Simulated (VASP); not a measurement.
# Ir (P6_3/mmc) in VASP: further runs

The runs below take Ir through single point, with LDA.

Everything below comes from runs of VASP 6.6.1. Logs are shortened: lines on timing, memory, paths and dates and some standing lists are left out, and cuts for length are marked.

## Step 1: The cell of the first run

Symmetry: P6_3/mmc, No. 194, hexagonal system. Conventional cell: a = 2.831 Å, b = 2.831 Å, c = 4.386 Å, α = 90.00°, β = 90.00°, γ = 120.00°. Ir (site symmetry -6m2) has 12 Ir at 2.74 to 2.83 Å within 3.6 Å.

This isn't the form of Ir at room conditions, which is fcc.

## Step 2: Single point, LDA

Contents of INCAR:

```
SYSTEM = Ir
PREC = Accurate ; ENCUT = 560
EDIFF = 1E-6 ; ISMEAR = 0
SIGMA = 0.15 ; LREAL = .FALSE.
LASPH = .TRUE. ; NELM = 120
ALGO = Normal ; ISIF = 2
LWAVE = .FALSE. ; LCHARG = .TRUE.
GGA = CA ; LELF = .TRUE.
LVHAR = .TRUE. ; NBANDS = 24
GGA_COMPAT = .FALSE.
```

Contents of KPOINTS:

```
regular mesh
0
G
  18 18 10
  0 0 0
```

Contents of POSCAR:

```
Ir
1.0
    2.8315000000      0.0000000000      0.0000000000
   -1.4157500000      2.4521509308      0.0000000000
    0.0000000000      0.0000000000      4.3862420605
Ir
2
Direct
    0.6666666667      0.3333333333      0.7500000000
    0.3333333333      0.6666666667      0.2500000000
```

Potentials or basis: VASP PAW LDA potentials, release 64 (Ir_sv_GW).

Command:

```
cat potpaw_LDA.64/Ir_sv_GW/POTCAR > POTCAR
mpirun -np 1 vasp_std > vasp.out
```

OUTCAR:

```text
SYSTEM = Ir
   PREC = Accurate
   ENCUT = 560
   EDIFF = 1E-6
   ISMEAR = 0
   LREAL = .FALSE.
   LASPH = .TRUE.
   NELM = 120
   ISIF = 2
   GGA = CA

 ion  position               nearest neighbor table
   1  0.667  0.333  0.750-   2 2.74   2 2.74   2 2.74   2 2.74   2 2.74   2 2.74
   2  0.333  0.667  0.250-   1 2.74   1 2.74   1 2.74   1 2.74   1 2.74   1 2.74

  LATTYP: Found a hexagonal cell.
 ALAT       =     2.8315000000
 C/A-ratio  =     1.5490877840

  Lattice vectors:

 A1 = (   2.8315000000,   0.0000000000,   0.0000000000)
 A2 = (  -1.4157500000,   2.4521509308,   0.0000000000)
 A3 = (   0.0000000000,   0.0000000000,   4.3862420605)

Analysis of symmetry for initial positions (statically):
=====================================================================
 Subroutine PRICEL returns:
 Original cell was already a primitive cell.

 Routine SETGRP: Setting up the symmetry group for a
 hexagonal supercell.

 Subroutine GETGRP returns: Found 24 space group operations
 (whereof 12 operations were pure point group operations)
 out of a pool of 24 trial point group operations.

The static configuration has the point symmetry D_3d.
 The point group associated with its full space group is D_6h.

Analysis of symmetry for dynamics (positions and initial velocities):
=====================================================================
 Subroutine PRICEL returns:
 Original cell was already a primitive cell.

 Routine SETGRP: Setting up the symmetry group for a
 hexagonal supercell.

 Subroutine GETGRP returns: Found 24 space group operations
 (whereof 12 operations were pure point group operations)
 out of a pool of 24 trial point group operations.

The dynamic configuration has the point symmetry D_3d.
 The point group associated with its full space group is D_6h.

 Subroutine INISYM returns: Found 24 space group operations
 (whereof 12 operations are pure point group operations),
 and found     1 'primitive' translations

----------------------------------------------------------------------------------------

                                     Primitive cell

  volume of cell :      30.4548

  direct lattice vectors                    reciprocal lattice vectors
     2.831500000  0.000000000  0.000000000     0.353169698  0.203902620  0.000000000
    -1.415750000  2.452150931  0.000000000     0.000000000  0.407805240  0.000000000
     0.000000000  0.000000000  4.386242060     0.000000000  0.000000000  0.227985594

  length of vectors
     2.831500000  2.831500000  4.386242060     0.407805240  0.407805240  0.227985594

  position of ions in fractional coordinates (direct lattice)
     0.666666667  0.333333333  0.750000000
     0.333333333  0.666666667  0.250000000

  ion indices of the primitive-cell ions
   primitive index   ion index
                 1           1
                 2           2

----------------------------------------------------------------------------------------

 KPOINTS: regular mesh

Automatic generation of k-mesh.
 Grid dimensions read from file:
 generate k-points for:   18   18   10

 Generating k-lattice:

  Cartesian coordinates                     Fractional coordinates (reciprocal lattice)
     0.019620539  0.011327923  0.000000000     0.055555556  0.000000000  0.000000000
     0.000000000  0.022655847  0.000000000     0.000000000  0.055555556  0.000000000
     0.000000000  0.000000000  0.022798559     0.000000000  0.000000000  0.100000000

  Length of vectors
     0.022655847  0.022655847  0.022798559

  Shift w.r.t. Gamma in fractional coordinates (k-lattice)
     0.000000000  0.000000000  0.000000000

 Subroutine IBZKPT returns following result:
 ===========================================

 Found    222 irreducible k-points:

 Following reciprocal coordinates:
            Coordinates               Weight
  0.000000  0.000000  0.000000      1.000000
  0.055556  0.000000  0.000000      6.000000
  0.111111  0.000000  0.000000      6.000000
  0.166667  0.000000  0.000000      6.000000
  0.222222  0.000000  0.000000      6.000000
  0.277778  0.000000  0.000000      6.000000
[... 16 lines left out ...]
  0.333333  0.111111  0.000000     12.000000
  0.388889  0.111111  0.000000     12.000000
 [... further k-points ...]
   k-points           NKPTS =    222   k-points in BZ     NKDIM =    222   number of bands    NBANDS=     24
   number of dos      NEDOS =    301   number of ions     NIONS =      2
   total plane-waves  NPLWV =  20736
   dimension x,y,z NGX =    24 NGY =   24 NGZ =   36
   dimension x,y,z NGXF=    48 NGYF=   48 NGZF=   72
   ions per type =               2
   NGX,Y,Z   is equivalent  to a cutoff of  14.09, 14.09, 13.64 a.u.
   NGXF,Y,Z  is equivalent  to a cutoff of  28.18, 28.18, 27.29 a.u.
 SYSTEM =  Ir
   PREC   = accura    normal or accurate (medium, high low for compatibility)
   ISTART =      0    job   : 0-new  1-cont  2-samecut
   ICHARG =      2    charge: 1-file 2-atom 10-const
   ISPIN  =      1    spin polarized calculation?
   LNONCOLLINEAR =      F non collinear calculations
   LSORBIT =      F    spin-orbit coupling
   LASPH  =      T    aspherical Exc in radial PAW
   ENCUT  =  560.0 eV  41.16 Ry    6.42 a.u.   5.46  5.46  8.46*2*pi/ulx,y,z
   NELM   =    120;   NELMIN=  2; NELMDL= -5     # of ELM steps
   EDIFF  = 0.1E-05   stopping-criterion for ELM
   LREAL  =      F    real-space projection
   EDIFFG = 0.1E-04   stopping-criterion for IOM
   NSW    =      0    number of steps for IOM
   IBRION =     -1    ionic relax: 0-MD 1-quasi-New 2-CG
   NFREE  =      0    steps in history (QN), initial steepest desc. (CG)
   ISIF   =      2    stress and relaxation
   ISYM   =      2    0-nonsym 1-usesym 2-fastsym
   POTIM  = 0.5000    time-step for ionic-motion
   TEBEG  =    0.0;   TEEND  =   0.0 temperature during run
   PSTRESS=    0.0 pullay stress
   NELECT =      34.0000    total number of electrons
   NUPDOWN=      -1.0000    fix difference up-down
   EMIN   =  10.00;   EMAX   =-10.00  energy-range for DOS
   EFERMI =   0.00;   METHOD = LEGACY
   ISMEAR =     0;   SIGMA  =   0.15  broadening in eV -4-tet -1-fermi 0-gaus
   EFERMI_NEDOS =   21; number of points for ismear=-14 and -15
   IALGO  =     38    algorithm
   IMIX   =      4    mixing-type and parameters
     AMIX     =   0.40;   BMIX     =  1.00
     AMIX_MAG =   1.60;   BMIX_MAG =  1.00
  volume/ion in A,a.u.               =      15.23       102.76
  Fermi-wavevector in a.u.,A,eV,Ry     =   1.698305  3.209331 39.242465  2.884240
  Thomas-Fermi vector in A             =   2.778828
   LORBIT       =      0    0 simple, 1 ext, 2 COOP (PROOUT), +10 PAW based schemes
   GGA     = CA    functional components
   LHFCALC =     F    Hartree Fock is set to
   AEXX    =    0.0000 exact exchange contribution
   IVDW    =     0    specifies the selected vdW correction
   LEPSILON=     F    determine dielectric tensor
   LRPA    =     F    only Hartree local field effects (RPA)
 non-spin polarized calculation
 Gauss-broadening in eV      SIGMA  =   0.15
  energy-cutoff  :      560.00
  volume of cell :       30.45
 maximum number of plane-waves:       953
 NGX is ok and might be reduce to    24
   NGX = 11   NGY = 11   NGZ = 17

 number of electron      34.0000000 magnetization

 Free energy of the ion-electron system (eV)
  ---------------------------------------------------
  ext. energy  EPLUGINS =         0.00000000
  ---------------------------------------------------
  free energy    TOTEN  =       -21.39367189 eV

  energy without entropy =      -21.36095772  energy(sigma->0) =      -21.37731480

 E-fermi :  11.4130     XC(G=0): -14.3152

 val. band max:       11.4124856680   @ k =   0.1667   0.1111   0.4000
 cond. band min:      11.4157475890   @ k =   0.3333   0.1667   0.2000
 fundamental gap:      0.0032619210
 Fermi energy:        11.4130168320

 k-point     1 :       0.0000    0.0000    0.0000
  band No.  band energies     occupation
      1     -81.0500      2.00000
      2     -80.9892      2.00000
      3     -38.4730      2.00000
      4     -37.8966      2.00000
      5     -37.8966      2.00000
      6     -37.7796      2.00000
[... 16 lines left out ...]
     23      27.7359      0.00000
     24      28.3233      0.00000

 k-point     2 :       0.0556    0.0000    0.0000
  band No.  band energies     occupation
      1     -81.0480      2.00000
      2     -80.9888      2.00000
      3     -38.4667      2.00000
      4     -37.9081      2.00000
      5     -37.9008      2.00000
      6     -37.7911      2.00000
[... 16 lines left out ...]
     23      27.8583      0.00000
     24      28.4735      0.00000

 k-point     3 :       0.1111    0.0000    0.0000
  band No.  band energies     occupation
      1     -81.0443      2.00000
      2     -80.9877      2.00000
      3     -38.4486      2.00000
      4     -37.9411      2.00000
      5     -37.9126      2.00000
      6     -37.8260      2.00000
[... 16 lines left out ...]
     23      28.1738      0.00000
     24      28.5670      0.00000

 k-point     4 :       0.1667    0.0000    0.0000
  band No.  band energies     occupation
      1     -81.0392      2.00000
      2     -80.9864      2.00000
      3     -38.4199      2.00000
      4     -37.9920      2.00000
      5     -37.9304      2.00000
      6     -37.8794      2.00000
[... 16 lines left out ...]
     23      28.0032      0.00000
     24      28.1500      0.00000

 k-point     5 :       0.2222    0.0000    0.0000
  band No.  band energies     occupation
      1     -81.0328      2.00000
      2     -80.9848      2.00000
      3     -38.3820      2.00000
      4     -38.0548      2.00000
      5     -37.9515      2.00000
      6     -37.9436      2.00000
[... 16 lines left out ...]
     23      26.7020      0.00000
     24      27.4142      0.00000

 k-point     6 :       0.2778    0.0000    0.0000
  band No.  band energies     occupation
      1     -81.0254      2.00000
      2     -80.9841      2.00000
      3     -38.3378      2.00000
      4     -38.1219      2.00000
      5     -38.0111      2.00000
      6     -37.9740      2.00000
[... 16 lines left out ...]
     23      25.3010      0.00000
     24      26.5098      0.00000
[... 379 lines left out ...]
 k-point    21 :       0.2222    0.1111    0.0000
  band No.  band energies     occupation
      1     -81.0229      2.00000
      2     -80.9835      2.00000
      3     -38.3229      2.00000
      4     -38.1183      2.00000
      5     -38.0585      2.00000
      6     -37.9577      2.00000
[... 16 lines left out ...]
     23      23.7187      0.00000
     24      26.6885      0.00000

 k-point    22 :       0.2778    0.1111    0.0000
  band No.  band energies     occupation
      1     -81.0157      2.00000
      2     -80.9833      2.00000
      3     -38.2761      2.00000
      4     -38.1774      2.00000
      5     -38.0970      2.00000
      6     -37.9934      2.00000
[... 16 lines left out ...]
     23      22.4745      0.00000
     24      26.0389      0.00000

 k-point    23 :       0.3333    0.1111    0.0000
  band No.  band energies     occupation
      1     -81.0089      2.00000
      2     -80.9837      2.00000
      3     -38.2301      2.00000
      4     -38.2260      2.00000
      5     -38.1272      2.00000
      6     -38.0224      2.00000
[... 16 lines left out ...]
     23      21.3417      0.00000
     24      25.4365      0.00000

 k-point    24 :       0.3889    0.1111    0.0000
  band No.  band energies     occupation
      1     -81.0040      2.00000
      2     -80.9845      2.00000
      3     -38.2577      2.00000
      4     -38.1927      2.00000
      5     -38.1474      2.00000
      6     -38.0408      2.00000
[... 16 lines left out ...]
     23      21.7740      0.00000
     24      23.8882      0.00000

 [... further k-points ...]

------------------------ aborting loop because EDIFF is reached ----------------------------------------

  FORCE on cell =-STRESS in cart. coord.  units (eV):
  Direction    XX          YY          ZZ          XY          YZ          ZX
  --------------------------------------------------------------------------------------
  -------------------------------------------------------------------------------------
  Total       -6.1504365     -6.1504365     -3.9654718      0.0000000      0.0000000      0.0000000
  in kB     -323.5639760   -323.5639760   -208.6167079      0.0000000      0.0000000      0.0000000
  external PRESSURE =    -285.2482200 kB  Pullay stress =       0.0000000 kB

 VOLUME and BASIS-vectors are now :
 -----------------------------------------------------------------------------
  energy-cutoff  :      560.00
  volume of cell :       30.45
      direct lattice vectors                 reciprocal lattice vectors
     2.831500000  0.000000000  0.000000000     0.353169698  0.203902620  0.000000000
    -1.415750000  2.452150931  0.000000000     0.000000000  0.407805240  0.000000000
     0.000000000  0.000000000  4.386242060     0.000000000  0.000000000  0.227985594

 POSITION                                       TOTAL-FORCE (eV/Angst)
 -----------------------------------------------------------------------------------
      1.41575      0.81738      3.28968        -0.000000     -0.000000      0.000000
     -0.00000      1.63477      1.09656         0.000000      0.000000      0.000000
 -----------------------------------------------------------------------------------
    total drift:                                0.000000     -0.000000      0.000000

  FREE ENERGIE OF THE ION-ELECTRON SYSTEM (eV)
  ---------------------------------------------------
  free  energy   TOTEN  =       -21.3936718880 eV

  energy  without entropy=      -21.3609577173  energy(sigma->0) =      -21.37731480
```

Wall time 5.5 min (1 thread of AMD EPYC 7R43 (Zen 3), shared host); peak memory 0.24 GiB.

Results:

- Free energy: -21.3937 eV
- Pressure: -28.5 GPa
- Band gap on the k mesh: zero (bands 17 and 18 overlap by 2.92 eV)

Caveat: the stress differs along the axes, from -32 to -21 GPa; spin-orbit coupling is left out, which moves the levels of the heavy elements.

(Part 1 of 2 ends here.)
